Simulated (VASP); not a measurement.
# LiPbF3 (Pm-3m) in VASP: single point with PBE

Aim: the single point of LiPbF3 with PBE.

Program: VASP 6.6.1. These are calculated values, not measurements. Logs are shortened: lines on timing, memory, paths and dates and some standing lists are left out, and cuts for length are marked.

**1. The cell of the first run**

Symmetry: Pm-3m, No. 221, cubic system. The conventional cell has a = 4.810 Å, b = 4.810 Å, c = 4.810 Å, α = 90.00°, β = 90.00°, γ = 90.00°. Within 4.5 Å of Li (site symmetry m-3m) lie 12 F at 3.40 Å and 8 Pb at 4.17 Å. Within 3.2 Å of Pb (site symmetry m-3m) lie 6 F at 2.40 Å. Within 3.2 Å of F (site symmetry 4/mmm) lie 2 Pb at 2.40 Å.

**2. Single point, PBE**

The input, INCAR:

```
SYSTEM = LiPbF3
ALGO = Normal ; EDIFF = 1E-6
ENCUT = 520 ; GGA = PE
ISIF = 2 ; ISMEAR = 0
LASPH = .True. ; LCHARG = .False.
LREAL = .False. ; LWAVE = .False.
NBANDS = 27 ; NELM = 60
PREC = Accurate ; SIGMA = 0.01
```

The input, KPOINTS:

```
k-points
0
Gamma
  6 6 6
  0 0 0
```

The input, POSCAR:

```
LiPbF3
1.0
    4.8099941411      0.0000000000      0.0000000000
    0.0000000000      4.8099941411      0.0000000000
    0.0000000000      0.0000000000      4.8099941411
Li Pb F
1 1 3
Direct
    0.5000000000      0.5000000000      0.5000000000
    0.0000000000      0.0000000000      0.0000000000
    0.5000000000      0.0000000000      0.0000000000
    0.0000000000      0.5000000000      0.0000000000
    0.0000000000      0.0000000000      0.5000000000
```

Potentials or basis: VASP PAW PBE potentials, release 64 (Li_sv, Pb_d, F).

Run with:

```console
cat potpaw_PBE.64/Li_sv/POTCAR potpaw_PBE.64/Pb_d/POTCAR potpaw_PBE.64/F/POTCAR > POTCAR
mpirun -np 1 vasp_std > vasp.out
```

OUTCAR:

```text
SYSTEM = LiPbF3
   EDIFF = 1E-6
   ENCUT = 520
   GGA = PE
   ISIF = 2
   ISMEAR = 0
   LASPH = .True.
   LREAL = .False.
   NELM = 60
   PREC = Accurate

 ion  position               nearest neighbor table
   1  0.500  0.500  0.500-
   2  0.000  0.000  0.000-   3 2.40   4 2.40   5 2.40   5 2.40   4 2.40   3 2.40
   3  0.500  0.000  0.000-   2 2.40   2 2.40
   4  0.000  0.500  0.000-   2 2.40   2 2.40
   5  0.000  0.000  0.500-   2 2.40   2 2.40

  LATTYP: Found a simple cubic cell.
 ALAT       =     4.8099941411

  Lattice vectors:

 A1 = (   4.8099941411,   0.0000000000,   0.0000000000)
 A2 = (   0.0000000000,   4.8099941411,   0.0000000000)
 A3 = (   0.0000000000,   0.0000000000,   4.8099941411)

Analysis of symmetry for initial positions (statically):
=====================================================================
 Subroutine PRICEL returns:
 Original cell was already a primitive cell.

 Routine SETGRP: Setting up the symmetry group for a
 simple cubic supercell.

 Subroutine GETGRP returns: Found 48 space group operations
 (whereof 48 operations were pure point group operations)
 out of a pool of 48 trial point group operations.

The static configuration has the point symmetry O_h .

Analysis of symmetry for dynamics (positions and initial velocities):
=====================================================================
 Subroutine PRICEL returns:
 Original cell was already a primitive cell.

 Routine SETGRP: Setting up the symmetry group for a
 simple cubic supercell.

 Subroutine GETGRP returns: Found 48 space group operations
 (whereof 48 operations were pure point group operations)
 out of a pool of 48 trial point group operations.

The dynamic configuration has the point symmetry O_h .

 Subroutine INISYM returns: Found 48 space group operations
 (whereof 48 operations are pure point group operations),
 and found     1 'primitive' translations

----------------------------------------------------------------------------------------

                                     Primitive cell

  volume of cell :     111.2842

  direct lattice vectors                    reciprocal lattice vectors
     4.809994141  0.000000000  0.000000000     0.207900461  0.000000000  0.000000000
     0.000000000  4.809994141  0.000000000     0.000000000  0.207900461  0.000000000
     0.000000000  0.000000000  4.809994141     0.000000000  0.000000000  0.207900461

  length of vectors
     4.809994141  4.809994141  4.809994141     0.207900461  0.207900461  0.207900461

  position of ions in fractional coordinates (direct lattice)
     0.500000000  0.500000000  0.500000000
     0.000000000  0.000000000  0.000000000
     0.500000000  0.000000000  0.000000000
     0.000000000  0.500000000  0.000000000
     0.000000000  0.000000000  0.500000000

  ion indices of the primitive-cell ions
   primitive index   ion index
                 1           1
                 2           2
                 3           3
                 4           4
                 5           5

----------------------------------------------------------------------------------------

 KPOINTS: k-points

Automatic generation of k-mesh.
 Grid dimensions read from file:
 generate k-points for:    6    6    6

 Generating k-lattice:

  Cartesian coordinates                     Fractional coordinates (reciprocal lattice)
     0.034650077  0.000000000  0.000000000     0.166666667  0.000000000  0.000000000
     0.000000000  0.034650077  0.000000000     0.000000000  0.166666667  0.000000000
     0.000000000  0.000000000  0.034650077     0.000000000  0.000000000  0.166666667

  Length of vectors
     0.034650077  0.034650077  0.034650077

  Shift w.r.t. Gamma in fractional coordinates (k-lattice)
     0.000000000  0.000000000  0.000000000

 Subroutine IBZKPT returns following result:
 ===========================================

 Found     20 irreducible k-points:

 Following reciprocal coordinates:
            Coordinates               Weight
  0.000000  0.000000  0.000000      1.000000
  0.166667  0.000000  0.000000      6.000000
  0.333333  0.000000  0.000000      6.000000
  0.500000  0.000000  0.000000      3.000000
  0.166667  0.166667  0.000000     12.000000
  0.333333  0.166667  0.000000     24.000000
[... 12 lines left out ...]
  0.500000  0.500000  0.333333      6.000000
  0.500000  0.500000  0.500000      1.000000
   k-points           NKPTS =     20   k-points in BZ     NKDIM =     20   number of bands    NBANDS=     27
   number of dos      NEDOS =    301   number of ions     NIONS =      5
   total plane-waves  NPLWV =  46656
   dimension x,y,z NGX =    36 NGY =   36 NGZ =   36
   dimension x,y,z NGXF=    72 NGYF=   72 NGZF=   72
   ions per type =               1   1   3
   NGX,Y,Z   is equivalent  to a cutoff of  12.44, 12.44, 12.44 a.u.
   NGXF,Y,Z  is equivalent  to a cutoff of  24.89, 24.89, 24.89 a.u.
 SYSTEM =  LiPbF3
   PREC   = accura    normal or accurate (medium, high low for compatibility)
   ISTART =      0    job   : 0-new  1-cont  2-samecut
   ICHARG =      2    charge: 1-file 2-atom 10-const
   ISPIN  =      1    spin polarized calculation?
   LNONCOLLINEAR =      F non collinear calculations
   LSORBIT =      F    spin-orbit coupling
   LASPH  =      T    aspherical Exc in radial PAW
   ENCUT  =  520.0 eV  38.22 Ry    6.18 a.u.   8.94  8.94  8.94*2*pi/ulx,y,z
   NELM   =     60;   NELMIN=  2; NELMDL= -5     # of ELM steps
   EDIFF  = 0.1E-05   stopping-criterion for ELM
   LREAL  =      F    real-space projection
   EDIFFG = 0.1E-04   stopping-criterion for IOM
   NSW    =      0    number of steps for IOM
   IBRION =     -1    ionic relax: 0-MD 1-quasi-New 2-CG
   NFREE  =      0    steps in history (QN), initial steepest desc. (CG)
   ISIF   =      2    stress and relaxation
   ISYM   =      2    0-nonsym 1-usesym 2-fastsym
   POTIM  = 0.5000    time-step for ionic-motion
   TEBEG  =    0.0;   TEEND  =   0.0 temperature during run
   PSTRESS=    0.0 pullay stress
   NELECT =      38.0000    total number of electrons
   NUPDOWN=      -1.0000    fix difference up-down
   EMIN   =  10.00;   EMAX   =-10.00  energy-range for DOS
   EFERMI =   0.00;   METHOD = LEGACY
   ISMEAR =     0;   SIGMA  =   0.01  broadening in eV -4-tet -1-fermi 0-gaus
   EFERMI_NEDOS =   21; number of points for ismear=-14 and -15
   IALGO  =     38    algorithm
   IMIX   =      4    mixing-type and parameters
     AMIX     =   0.40;   BMIX     =  1.00
     AMIX_MAG =   1.60;   BMIX_MAG =  1.00
  volume/ion in A,a.u.               =      22.26       150.20
  Fermi-wavevector in a.u.,A,eV,Ry     =   1.144260  2.162338 17.814537  1.309332
  Thomas-Fermi vector in A             =   2.280953
   LORBIT       =      0    0 simple, 1 ext, 2 COOP (PROOUT), +10 PAW based schemes
   GGA     = PE    functional components
   LHFCALC =     F    Hartree Fock is set to
   AEXX    =    0.0000 exact exchange contribution
   IVDW    =     0    specifies the selected vdW correction
   LEPSILON=     F    determine dielectric tensor
   LRPA    =     F    only Hartree local field effects (RPA)
 non-spin polarized calculation
 Gauss-broadening in eV      SIGMA  =   0.01
  energy-cutoff  :      520.00
  volume of cell :      111.28
 maximum number of plane-waves:      3028
 NGX is ok and might be reduce to    36
   NGX = 17   NGY = 17   NGZ = 17

 number of electron      37.9999956 magnetization

 Free energy of the ion-electron system (eV)
  ---------------------------------------------------
  ext. energy  EPLUGINS =         0.00000000
  ---------------------------------------------------
  free energy    TOTEN  =       -21.42855806 eV

  energy without entropy =      -21.42855806  energy(sigma->0) =      -21.42855806

 E-fermi :   1.1981     XC(G=0):  -7.1672

 val. band max:        1.1470156363   @ k =   0.5000   0.5000   0.5000
 cond. band min:       3.0804814813   @ k =   0.0000   0.0000   0.0000
 fundamental gap:      1.9334658450
 Fermi energy:         1.1980677578

 k-point     1 :       0.0000    0.0000    0.0000
  band No.  band energies     occupation
      1     -48.1584      2.00000
      2     -21.4573      2.00000
      3     -21.3165      2.00000
      4     -21.3165      2.00000
      5     -14.8189      2.00000
      6     -14.8189      2.00000
[... 19 lines left out ...]
     26       9.0523      0.00000
     27       9.0523      0.00000

 k-point     2 :       0.1667    0.0000    0.0000
  band No.  band energies     occupation
      1     -48.1585      2.00000
      2     -21.4431      2.00000
      3     -21.3167      2.00000
      4     -21.3090      2.00000
      5     -14.8211      2.00000
      6     -14.8211      2.00000
[... 19 lines left out ...]
     26       8.5665      0.00000
     27       9.1329      0.00000

 k-point     3 :       0.3333    0.0000    0.0000
  band No.  band energies     occupation
      1     -48.1585      2.00000
      2     -21.4193      2.00000
      3     -21.3159      2.00000
      4     -21.2877      2.00000
      5     -14.8254      2.00000
      6     -14.8254      2.00000
[... 19 lines left out ...]
     26       7.7798      0.00000
     27       9.5693      0.00000

 k-point     4 :       0.5000    0.0000    0.0000
  band No.  band energies     occupation
      1     -48.1584      2.00000
      2     -21.4092      2.00000
      3     -21.3158      2.00000
      4     -21.2739      2.00000
      5     -14.8275      2.00000
      6     -14.8275      2.00000
[... 19 lines left out ...]
     26       7.2189      0.00000
     27       9.8373      0.00000
[... 396 lines left out ...]
      4     -21.2725      2.00000
      5     -14.8924      2.00000
      6     -14.8342      2.00000
[... 19 lines left out ...]
     26       6.8333      0.00000
     27      11.7396      0.00000

 k-point    19 :       0.5000    0.5000    0.3333
  band No.  band energies     occupation
      1     -48.1585      2.00000
      2     -21.2949      2.00000
      3     -21.2723      2.00000
      4     -21.2723      2.00000
      5     -14.9203      2.00000
      6     -14.8635      2.00000
[... 19 lines left out ...]
     26       6.4095      0.00000
     27      12.6622      0.00000

 k-point    20 :       0.5000    0.5000    0.5000
  band No.  band energies     occupation
      1     -48.1585      2.00000
      2     -21.2720      2.00000
      3     -21.2720      2.00000
      4     -21.2720      2.00000
      5     -14.9202      2.00000
      6     -14.9202      2.00000
[... 19 lines left out ...]
     26       6.0535      0.00000
     27      13.1699      0.00000

------------------------ aborting loop because EDIFF is reached ----------------------------------------

  FORCE on cell =-STRESS in cart. coord.  units (eV):
  Direction    XX          YY          ZZ          XY          YZ          ZX
  --------------------------------------------------------------------------------------
  -------------------------------------------------------------------------------------
  Total       -0.1097384     -0.1097384     -0.1097384     -0.0000000      0.0000000     -0.0000000
  in kB       -1.5799218     -1.5799218     -1.5799218     -0.0000000      0.0000000     -0.0000000
  external PRESSURE =      -1.5799218 kB  Pullay stress =       0.0000000 kB

 VOLUME and BASIS-vectors are now :
 -----------------------------------------------------------------------------
  energy-cutoff  :      520.00
  volume of cell :      111.28
      direct lattice vectors                 reciprocal lattice vectors
     4.809994141  0.000000000  0.000000000     0.207900461  0.000000000  0.000000000
     0.000000000  4.809994141  0.000000000     0.000000000  0.207900461  0.000000000
     0.000000000  0.000000000  4.809994141     0.000000000  0.000000000  0.207900461

 POSITION                                       TOTAL-FORCE (eV/Angst)
 -----------------------------------------------------------------------------------
      2.40500      2.40500      2.40500         0.000000      0.000000      0.000000
      0.00000      0.00000      0.00000         0.000000      0.000000      0.000000
      2.40500      0.00000      0.00000         0.000000      0.000000      0.000000
      0.00000      2.40500      0.00000         0.000000      0.000000      0.000000
      0.00000      0.00000      2.40500         0.000000      0.000000      0.000000
 -----------------------------------------------------------------------------------
    total drift:                                0.000000      0.000000     -0.000000

  FREE ENERGIE OF THE ION-ELECTRON SYSTEM (eV)
  ---------------------------------------------------
  free  energy   TOTEN  =       -21.4285580639 eV

  energy  without entropy=      -21.4285580639  energy(sigma->0) =      -21.42855806
```

It took 18 s on 1 thread of Intel Xeon 6975P-C (Granite Rapids), shared host; peak memory 0.23 GiB.

What came out:

```
Free energy            : -21.4286 eV
Band gap on the k mesh : 1.93 eV, indirect (least direct gap 3.35 eV)
```

Levels at points of the mesh, in eV from the valence-band top:
| k point | band 17 | band 18 | band 19 | band 20 | band 21 | band 22 |
| --- | --- | --- | --- | --- | --- | --- |
| (0.00, 0.00, 0.00) | -3.68 | -3.68 | -3.68 | 1.93 | 5.37 | 5.37 |
| (0.50, 0.00, 0.00) | -3.70 | -3.70 | -2.04 | 2.16 | 3.94 | 5.90 |
| (0.50, 0.50, 0.00) | -3.72 | -3.41 | -0.93 | 2.86 | 2.86 | 3.52 |
| (0.50, 0.50, 0.50) | -3.41 | -3.41 | 0.00 | 3.35 | 3.35 | 3.35 |

Caveat: the cutoff is under 1.25 times the usual one of these potentials, so pressure, stress and relaxed cells hold a basis-set (Pulay) error; spin-orbit coupling is left out, which moves the levels of the heavy elements. A k mesh can miss the band edges.
